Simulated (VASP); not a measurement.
A run of VASP 6.6.1:

The input POSCAR:

```
SnSe
1.0
    0.0000000000      3.0094532672      3.0094532672
    3.0094532672      0.0000000000      3.0094532672
    3.0094532672      3.0094532672      0.0000000000
Sn Se
1 1
Direct
    0.0000000000      0.0000000000      0.0000000000
    0.5000000000      0.5000000000      0.5000000000
```

Contents of INCAR.step1:

```
  PREC = Accurate
  ENCUT = 520
  ISMEAR = -1
  SIGMA = 0.1
  LREAL = False
  LASPH = True
  NELM = 100
  NBANDS = 17
  GGA = PE
  ALGO = Normal
  EDIFF = 1E-4
  LWAVE = True
  LCHARG = False
```

Contents of INCAR.step2:

```
  PREC = Accurate
  ENCUT = 520
  EDIFF = 1E-6
  ISMEAR = -1
  SIGMA = 0.1
  LREAL = False
  LASPH = True
  NELM = 100
  ALGO = Normal
  ISIF = 2
  LWAVE = False
  LCHARG = False
  METAGGA = R2SCAN
  LMIXTAU = True
  NBANDS = 17
  ISTART = 1
```

Contents of KPOINTS:

```
regular mesh
0
Gamma
  12 12 12
```

Potentials or basis: VASP PAW PBE potentials, release 64 (Sn_d, Se).

The run is started by

```console
$ cat potpaw_PBE.64/Sn_d/POTCAR potpaw_PBE.64/Se/POTCAR > POTCAR
$ cp INCAR.step1 INCAR
$ mpirun -np 1 vasp_std > vasp.out
$ cp INCAR.step2 INCAR
$ mpirun -np 1 vasp_std > vasp.out
```

Hardware: 1 thread of Intel(R) Xeon(R) 6975P-C (Granite Rapids), on a shared host.

Problem. Estimate the wall time of this run.

Solution. Wall time 57 s on 1 thread of Intel(R) Xeon(R) 6975P-C (Granite Rapids), with other jobs on the host, peak memory 0.23 GiB. Counts: k points 72.
